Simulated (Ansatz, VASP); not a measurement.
## YAlC4N4 in VASP and in Ansatz

The input INCAR:

```
SYSTEM = YAlC4N4
PREC = Accurate
ENCUT = 520
EDIFF = 1E-6
ISMEAR = 0
SIGMA = 0.1
LREAL = .False.
LASPH = .True.
NELM = 100
ALGO = Normal
ISIF = 2
LWAVE = .False.
LCHARG = .False.
GGA = PE
NBANDS = 36
```

The input KPOINTS:

```
Automatic mesh
0
Gamma
  4 4 4
  0 0 0
```

The input POSCAR:

```
YAlC4N4
1.0
    7.4316922700      0.0000000000      0.0000000000
    0.0000000000      7.4316922700      0.0000000000
    0.0000000000      0.0000000000      4.0123255300
Y Al C N
1 1 4 4
Direct
    0.5000000000      0.5000000000      0.0000000000
    0.0000000000      0.0000000000      0.0000000000
    0.1784015200      0.8215984800      0.0000000000
    0.8215984800      0.1784015200      0.0000000000
    0.1784015200      0.1784015200      0.0000000000
    0.8215984800      0.8215984800      0.0000000000
    0.2897240700      0.7102759300      0.0000000000
    0.7102759300      0.2897240700      0.0000000000
    0.2897240700      0.2897240700      0.0000000000
    0.7102759300      0.7102759300      0.0000000000
```

Input for Ansatz:

```yaml
crystal:
  lattice:
    - [7.43169227, 0.0, 0.0]
    - [0.0, 7.43169227, 0.0]
    - [0.0, 0.0, 4.01232553]
  atoms:
    - { symbol: "Y", position: [0.5, 0.5, 0.0] }
    - { symbol: Al, position: [0.0, 0.0, 0.0] }
    - { symbol: C, position: [0.17840152, 0.82159848, 0.0] }
    - { symbol: C, position: [0.82159848, 0.17840152, 0.0] }
    - { symbol: C, position: [0.17840152, 0.17840152, 0.0] }
    - { symbol: C, position: [0.82159848, 0.82159848, 0.0] }
    - { symbol: "N", position: [0.28972407, 0.71027593, 0.0] }
    - { symbol: "N", position: [0.71027593, 0.28972407, 0.0] }
    - { symbol: "N", position: [0.28972407, 0.28972407, 0.0] }
    - { symbol: "N", position: [0.71027593, 0.71027593, 0.0] }
basis:
  ecutwfc: 420
kpoints:
  mp_grid: { grid: [4, 4, 4] }
hamiltonian:
  xc: pbe
scf:
  occupations: { method: gaussian, width: 0.1 }
  lower_state_search: "off"
output:
  forces: true
  stress: true
  eigenvalues: true
```

Alike in both runs: task single point; functional PBE; k mesh 4 × 4 × 4; occupations gaussian, width 0.1 eV; no spin polarisation.

```csv
,VASP,Ansatz
version,VASP 6.6.1,Ansatz 0.2.0
potentials or method,"VASP PAW PBE potentials, release 64 (Y_sv, Al, C, N), cutoff 520 eV","scalar-relativistic, plane waves, PAW"
valence electrons in the cell,50,50
```

```csv
,VASP,Ansatz,Ansatz less VASP
gap on the k mesh at the Fermi level (eV),none,none,-
pressure (GPa),7.7,7.4,-0.29
"traceless stress, the component that is largest in VASP (GPa)",-9.07,-8.71,+0.361
rms of the force components (eV/Å),0.282,0.451,+0.1699
```

Atom by atom the forces differ by 0.205 eV/Å (rms over components). A gap of «none» marks a metal or a gap that the smearing closes. One of these differences is far larger than is usual between the two programs; its cause wasn't traced. The functional is the same, so the differences come from potentials, cutoffs and numerics.

The k mesh is coarse, so the values compare programs but aren't converged. Noted on VASP's run: the standard files for N, O and F lose accuracy on very short bonds.
